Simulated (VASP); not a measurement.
# Cu3N (Pm-3m) in VASP: electric field gradients with r2SCAN

Aim: the electric field gradients of Cu3N with r2SCAN.

Program: VASP 6.6.1. These are calculated values, not measurements. Logs are shortened: lines on timing, memory, paths and dates and some standing lists are left out, and cuts for length are marked.

### 1 The cell of the first run

It takes space group Pm-3m (No. 221, cubic). The conventional cell has a = 3.815 Å, b = 3.815 Å, c = 3.815 Å, α = 90.00°, β = 90.00°, γ = 90.00°. Within 2.5 Å of Cu (site symmetry 4/mmm) lie 2 N at 1.91 Å. Within 2.5 Å of N (site symmetry m-3m) lie 6 Cu at 1.91 Å.

### 2 Electric field gradients, r2SCAN

Input file POSCAR:

```
Cu3N
1.0
    3.8147060000      0.0000000000      0.0000000000
    0.0000000000      3.8147060000      0.0000000000
    0.0000000000      0.0000000000      3.8147060000
Cu N
3 1
Direct
    0.0000000000      0.0000000000      0.5000000000
    0.0000000000      0.5000000000      0.0000000000
    0.5000000000      0.0000000000      0.0000000000
    0.0000000000      0.0000000000      0.0000000000
```

Input file INCAR.step1:

```
ALGO = Normal
EDIFF = 1E-4
ENCUT = 520
GGA = PE
ISMEAR = -1
LASPH = T
LCHARG = F
LREAL = F
LWAVE = T
NBANDS = 27
NELM = 100
PREC = Accurate
SIGMA = 0.08
```

Input file INCAR.step2:

```
ALGO = Normal
EDIFF = 1E-8
ENCUT = 520
ISIF = 2
ISMEAR = -1
ISTART = 1
LASPH = T
LCHARG = F
LEFG = T
LMIXTAU = T
LREAL = F
LWAVE = F
METAGGA = R2SCAN
NBANDS = 27
NELM = 100
PREC = Accurate
SIGMA = 0.08
```

Input file KPOINTS:

```
k-points
0
Gamma
  11 11 11
```

Potentials or basis: VASP PAW PBE potentials, release 64 (Cu, N).

Launch:

```console
$ cat potpaw_PBE.64/Cu/POTCAR potpaw_PBE.64/N/POTCAR > POTCAR
$ cp INCAR.step1 INCAR
$ mpirun -np 1 vasp_std > vasp.out
$ cp INCAR.step2 INCAR
$ mpirun -np 1 vasp_std > vasp.out
```

OUTCAR:

```text
EDIFF = 1E-8
   ENCUT = 520
   ISIF = 2
   ISMEAR = -1
   ISTART = 1
   LASPH = T
   LREAL = F
   METAGGA = R2SCAN
   NELM = 100
   PREC = Accurate

 ion  position               nearest neighbor table
   1  0.000  0.000  0.500-   4 1.91   4 1.91   2 2.70   2 2.70   3 2.70   3 2.70   2 2.70   2 2.70
                             3 2.70   3 2.70
   2  0.000  0.500  0.000-   4 1.91   4 1.91   1 2.70   1 2.70   1 2.70   3 2.70   3 2.70   1 2.70
                             3 2.70   3 2.70
   3  0.500  0.000  0.000-   4 1.91   4 1.91   1 2.70   1 2.70   2 2.70   1 2.70   2 2.70   2 2.70
                             1 2.70   2 2.70
   4  0.000  0.000  0.000-   1 1.91   2 1.91   3 1.91   1 1.91   2 1.91   3 1.91

  LATTYP: Found a simple cubic cell.
 ALAT       =     3.8147060000

  Lattice vectors:

 A1 = (   3.8147060000,   0.0000000000,   0.0000000000)
 A2 = (   0.0000000000,   3.8147060000,   0.0000000000)
 A3 = (   0.0000000000,   0.0000000000,   3.8147060000)

Analysis of symmetry for initial positions (statically):
=====================================================================
 Subroutine PRICEL returns:
 Original cell was already a primitive cell.

 Routine SETGRP: Setting up the symmetry group for a
 simple cubic supercell.

 Subroutine GETGRP returns: Found 48 space group operations
 (whereof 48 operations were pure point group operations)
 out of a pool of 48 trial point group operations.

The static configuration has the point symmetry O_h .

Analysis of symmetry for dynamics (positions and initial velocities):
=====================================================================
 Subroutine PRICEL returns:
 Original cell was already a primitive cell.

 Routine SETGRP: Setting up the symmetry group for a
 simple cubic supercell.

 Subroutine GETGRP returns: Found 48 space group operations
 (whereof 48 operations were pure point group operations)
 out of a pool of 48 trial point group operations.

The dynamic configuration has the point symmetry O_h .

 Subroutine INISYM returns: Found 48 space group operations
 (whereof 48 operations are pure point group operations),
 and found     1 'primitive' translations

----------------------------------------------------------------------------------------

[... 137 lines left out ...]
  ext. energy  EPLUGINS =         0.00000000
  ---------------------------------------------------
  free energy    TOTEN  =       -40.71441930 eV

  energy without entropy =      -40.71360142  energy(sigma->0) =      -40.71401036

 E-fermi :   5.0274     XC(G=0): -11.4300

 val. band max:        4.6477579535   @ k =   0.4545   0.4545   0.3636
 cond. band min:       5.3414133744   @ k =   0.4545   0.4545   0.0000
 fundamental gap:      0.6936554209
 Fermi energy:         5.0274052275

 k-point     1 :       0.0000    0.0000    0.0000
  band No.  band energies     occupation
      1     -12.9509      2.00000
      2      -0.5180      2.00000
      3      -0.1362      2.00000
      4      -0.1362      2.00000
      5      -0.1362      2.00000
      6       0.8121      2.00000
[... 709 lines left out ...]
     26      14.7160      0.00000
     27      15.1287      0.00000

 [... further k-points ...]
[... 5 lines left out ...]
  --------------------------------------------------------------------------------------
  -------------------------------------------------------------------------------------
  Total       -0.7091186     -0.7091186     -0.7091186     -0.0000000     -0.0000000      0.0000000
  in kB      -20.4666254    -20.4666254    -20.4666254     -0.0000000     -0.0000000      0.0000000
  external PRESSURE =     -20.4666254 kB  Pullay stress =       0.0000000 kB

 VOLUME and BASIS-vectors are now :
 -----------------------------------------------------------------------------
  energy-cutoff  :      520.00
  volume of cell :       55.51
      direct lattice vectors                 reciprocal lattice vectors
     3.814706000  0.000000000  0.000000000     0.262143400  0.000000000  0.000000000
     0.000000000  3.814706000  0.000000000     0.000000000  0.262143400  0.000000000
     0.000000000  0.000000000  3.814706000     0.000000000  0.000000000  0.262143400

 POSITION                                       TOTAL-FORCE (eV/Angst)
 -----------------------------------------------------------------------------------
      0.00000      0.00000      1.90735         0.000000      0.000000      0.000000
      0.00000      1.90735      0.00000         0.000000      0.000000      0.000000
      1.90735      0.00000      0.00000         0.000000      0.000000      0.000000
      0.00000      0.00000      0.00000         0.000000      0.000000      0.000000
 -----------------------------------------------------------------------------------
    total drift:                                0.000000      0.000000     -0.000000

  FREE ENERGIE OF THE ION-ELECTRON SYSTEM (eV)
  ---------------------------------------------------
  free  energy   TOTEN  =       -40.7144192954 eV

  energy  without entropy=      -40.7136014170  energy(sigma->0) =      -40.71401036

 Electric field gradients (V/A^2)
---------------------------------------------------------------------
 ion       V_xx      V_yy      V_zz      V_xy      V_xz      V_yz
---------------------------------------------------------------------
   1      30.359    30.359   -60.719    -0.000    -0.000     0.000
   2      30.359   -60.719    30.359    -0.000    -0.000     0.000
   3     -60.719    30.359    30.359    -0.000    -0.000    -0.000
   4      -0.000    -0.000    -0.000     0.000    -0.000     0.000
---------------------------------------------------------------------

 Electric field gradients after diagonalization (V/A^2)
 (convention: |V_zz| > |V_xx| > |V_yy|)
----------------------------------------------------------------------
 ion       V_xx      V_yy      V_zz     asymmetry (V_yy - V_xx)/ V_zz
----------------------------------------------------------------------
   1      30.359    30.359   -60.719       0.000
   2      30.359    30.359   -60.719       0.000
   3      30.359    30.359   -60.719       0.000
   4      -0.000    -0.000    -0.000      -0.080
----------------------------------------------------------------------

           NMR quadrupolar parameters

 Cq : quadrupolar parameter    Cq=e*Q*V_zz/h
 eta: asymmetry parameters     (V_yy - V_xx)/ V_zz
 Q  : nuclear electric quadrupole moment in mb (millibarn)
----------------------------------------------------------------------
 ion       Cq(MHz)       eta       Q (mb)
----------------------------------------------------------------------
   1      -0.147       0.000       1.000
   2      -0.147       0.000       1.000
   3      -0.147       0.000       1.000
   4      -0.000      -0.080       1.000
----------------------------------------------------------------------
```

OUTCAR.step1:

```text
EDIFF = 1E-4
   ENCUT = 520
   GGA = PE
   ISMEAR = -1
   LASPH = T
[... 949 lines left out ...]
      0.00000      0.00000      1.90735         0.000000      0.000000      0.000000
      0.00000      1.90735      0.00000         0.000000      0.000000      0.000000
      1.90735      0.00000      0.00000         0.000000      0.000000      0.000000
      0.00000      0.00000      0.00000         0.000000      0.000000      0.000000
 -----------------------------------------------------------------------------------
    total drift:                                0.000000      0.000000     -0.000000

  FREE ENERGIE OF THE ION-ELECTRON SYSTEM (eV)
  ---------------------------------------------------
  free  energy   TOTEN  =       -18.3867203599 eV

  energy  without entropy=      -18.3852450353  energy(sigma->0) =      -18.38598270
```

OSZICAR.step1:

```text
N       E                     dE             d eps       ncg     rms          rms(c)
DAV:   1     0.295262088664E+03    0.29526E+03   -0.17227E+04  3056   0.221E+03
DAV:   2     0.128453151709E+02   -0.28242E+03   -0.26905E+03  3036   0.367E+02
DAV:   3    -0.215617922924E+02   -0.34407E+02   -0.32768E+02  3946   0.156E+02
DAV:   4    -0.229939778377E+02   -0.14322E+01   -0.14191E+01  4208   0.346E+01
DAV:   5    -0.230077820281E+02   -0.13804E-01   -0.13801E-01  3996   0.345E+00    0.156E+01
DAV:   6    -0.206915870388E+02    0.23162E+01   -0.36202E+01  4105   0.132E+02    0.100E+01
DAV:   7    -0.183917311496E+02    0.22999E+01   -0.93419E+00  3709   0.742E+01    0.256E+00
DAV:   8    -0.184123986226E+02   -0.20667E-01   -0.65201E-01  3585   0.569E+00    0.147E+00
DAV:   9    -0.183877689664E+02    0.24630E-01   -0.36744E-02  4020   0.257E+00    0.292E-01
DAV:  10    -0.183869305276E+02    0.83844E-03   -0.89173E-03  4148   0.140E+00    0.127E-01
DAV:  11    -0.183867799362E+02    0.15059E-03   -0.14515E-03  4350   0.651E-01    0.573E-02
DAV:  12    -0.183867203599E+02    0.59576E-04   -0.18903E-04  2604   0.178E-01
   1 F= -.18386720E+02 E0= -.18385983E+02  d E =-.147532E-02
```

Run time: 3.6 min. Hardware: 1 thread of AMD EPYC 9R14 (Zen 4), shared host; peak memory 0.18 GiB.

Results:

```
Free energy                             : -40.7144 eV
Pressure                                : -2.0 GPa
Band gap on the k mesh                  : 0.69 eV (least direct gap 1.18 eV)
Largest electric field gradient by atom : Cu -60.7; N -0.0 V/Å²
```

Levels at points of the mesh, in eV from the valence-band top:
```
           k point  band 15  band 16  band 17  band 18  band 19  band 20  band 21  band 22  band 23  band 24
(0.00, 0.00, 0.00)    -2.32    -1.81    -1.81    -1.81    -1.74     1.26     5.77     5.77     7.12     7.12
```

Electric field gradients, principal values (V/Å²):
```tsv
atom	least	middle	greatest (by size)
1 Cu	30.359	30.359	-60.719
2 Cu	30.359	30.359	-60.719
3 Cu	30.359	30.359	-60.719
4 N	0.000	0.000	0.000
```

Caveat: without QUAD_EFG the Cq values of the log hold for a quadrupole moment of 1 mb, not for the nuclei; the PAW data sets were made with another functional, which shifts forces and pressure a little; an odd mesh through Γ misses points on the zone boundary, where band edges can lie.
